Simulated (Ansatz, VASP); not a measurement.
Na in VASP and in Ansatz

File INCAR:

```
SYSTEM = Na
PREC     = Accurate       ! precision mode
ENCUT    = 520            ! plane-wave cutoff, eV
EDIFF    = 1E-6           ! SCF threshold, eV
ISMEAR   = 0              ! smearing method
SIGMA    = 0.15           ! smearing width, eV
LREAL    = .False.        ! projectors in reciprocal space
LASPH    = .True.         ! aspherical terms in the spheres
NELM     = 100            ! most SCF steps
ALGO     = Fast           ! electronic algorithm
ISIF     = 2              ! what is computed and relaxed
LWAVE    = .False.        ! write WAVECAR
LCHARG   = .False.        ! write CHGCAR
NBANDS   = 14             ! bands
```

Contents of KPOINTS:

```
Automatic mesh
0
Gamma
  12 12 10
  0 0 0
```

POSCAR

```
Na
1.0
    0.0000000000     -3.6205084948      0.0000000000
   -3.6205084948      0.0000000000      0.0000000000
    0.0000000000      0.0000000000     -5.0841636952
Na
2
Direct
    0.5000000000      0.5546055893      0.5398688973
    0.0000000000     -0.0546055893     -0.0398688973
```

Input for Ansatz:

```yaml
crystal:
  lattice:
    - [0.0, -3.6205084948, 0.0]
    - [-3.6205084948, 0.0, 0.0]
    - [0.0, 0.0, -5.0841636952]
  atoms:
    - { symbol: Na, position: [0.5, 0.5546055893, 0.5398688973] }
    - { symbol: Na, position: [0.0, -0.0546055893, -0.0398688973] }
basis:
  ecutwfc: 520.0
kpoints:
  mp_grid: { grid: [12, 12, 10] }
hamiltonian:
  xc: lda
  pseudopotentials: { kind: paw }
scf:
  occupations: { method: gaussian, width: 0.15 }
output:
  forces: true
  stress: true
  eigenvalues: true
```

Change from the starting cell: mode 4 frozen in at -0.198 Å and mode 6 at -0.203 Å (largest displacements).

Alike in both runs: task single point; functional LDA; k mesh 12 × 12 × 10; occupations gaussian, width 0.15 eV; no spin polarisation.

```csv
,VASP,Ansatz
version,VASP 6.6.1,Ansatz 0.2.0
potentials or method,"VASP PAW LDA potentials, release 64 (Na_pv), cutoff 520 eV","scalar-relativistic, plane waves, PAW"
valence electrons in the cell,14,18
```

Ansatz gave:

| Property | Result |
| --- | --- |
| gap on the k mesh at the Fermi level (eV) | none |
| pressure (GPa) | 0.5 |
| traceless stress, the component that is largest in VASP (GPa) | 0.53 |
| rms of the force components (eV/Å) | 0.245 |

Estimate VASP's values.

gap on the k mesh at the Fermi level (eV): none; pressure (GPa): 0.5; traceless stress, the component that is largest in VASP (GPa): 0.53; rms of the force components (eV/Å): 0.246.

LDA's correlation is that of Perdew and Zunger in VASP and of Perdew and Wang (1992) in Ansatz. Atom by atom the forces differ by 0.001 eV/Å (rms over components). A gap of «none» marks a metal or a gap that the smearing closes. VASP's potentials hold 14 valence electrons a cell and Ansatz's 18, so a difference there can come from the potentials and not from the codes.
